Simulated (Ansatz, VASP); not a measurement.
Two plane-wave programs on La2TaO2

Contents of INCAR:

```
PREC = Accurate
ENCUT = 600
EDIFF = 1E-6
ISMEAR = 0
SIGMA = 0.1
LREAL = F
LASPH = T
NELM = 150
ALGO = Normal
ISIF = 3
LWAVE = F
LCHARG = F
ISPIN = 2
MAGMOM = 0 0 1 0 0
LORBIT = 11
LMAXMIX = 6
GGA = PE
IBRION = 2
NSW = 90
EDIFFG = -0.04
```

Contents of KPOINTS:

```
regular mesh
0
Gamma
  6 6 2
```

POSCAR

```
La2TaO2
1.0
    3.6689314600      0.0000000000      0.0000000000
   -1.8344657300      3.1773878500      0.0000000000
    0.0000000000      0.0000000000      8.7418344100
La Ta O
2 1 2
Direct
    0.0000000000      0.0000000000      0.2101468400
    0.0000000000      0.0000000000      0.7898531600
    0.0000000000      0.0000000000      0.5000000000
    0.3333333300      0.6666666700      0.0000000000
    0.6666666700      0.3333333300      0.0000000000
```

Input for Ansatz:

```yaml
crystal:
  lattice:
    - [3.66893146, 0.0, 0.0]
    - [-1.83446573, 3.17738785, 0.0]
    - [0.0, 0.0, 8.74183441]
  atoms:
    - { symbol: La, position: [0.0, 0.0, 0.21014684] }
    - { symbol: La, position: [0.0, 0.0, 0.78985316] }
    - { symbol: Ta, position: [0.0, 0.0, 0.5], spin: 1.0 }
    - { symbol: O, position: [0.33333333, 0.66666667, 0.0] }
    - { symbol: O, position: [0.66666667, 0.33333333, 0.0] }
basis:
  ecutwfc: 420
kpoints:
  mp_grid: { grid: [6, 6, 2] }
hamiltonian:
  xc: pbe
scf:
  occupations: { method: gaussian, width: 0.1 }
  lower_state_search: "off"
output:
  forces: true
  stress: true
  eigenvalues: true
  populations: true
magnetization:
  spin_polarized: true
relax:
  adjacent_minimum: "off"
  f_tol: 0.04
  max_steps: 70
  cell: { stress_tol: 0.4 }
```

Alike in both runs: task relaxation of cell and atoms; functional PBE; k mesh 6 × 6 × 2; occupations gaussian, width 0.1 eV; collinear spin.

```csv
,VASP,Ansatz
version,VASP 6.6.1,Ansatz 0.2.0
potentials or method,"VASP PAW PBE potentials, release 64 (La, Ta_pv, O), cutoff 600 eV","scalar-relativistic, plane waves, PAW"
valence electrons in the cell,45,47
```

|  | VASP | Ansatz | Ansatz less VASP |
| --- | --- | --- | --- |
| gap on the k mesh at the Fermi level, each at its own relaxed structure (eV) | none | none | - |
| net moment per atom (μB) | 0.14 | 0.14 | +0.001 |
| size of the moment on the site where the two differ most (μB) | 0.45 | 0.48 | +0.022 |
| relaxed volume (Å³/atom) | 21.71 | 21.70 | -0.005 |
| relaxed cell length with the largest relative difference (Å) | 3.760 | 3.760 | -0.0007 |

Site moments also hang on the region over which each program counts them. A gap of «none» marks a metal or a gap that the smearing closes. VASP's potentials hold 45 valence electrons a cell and Ansatz's 47, so a difference there can come from the potentials and not from the codes.

Spin-orbit coupling is off throughout.
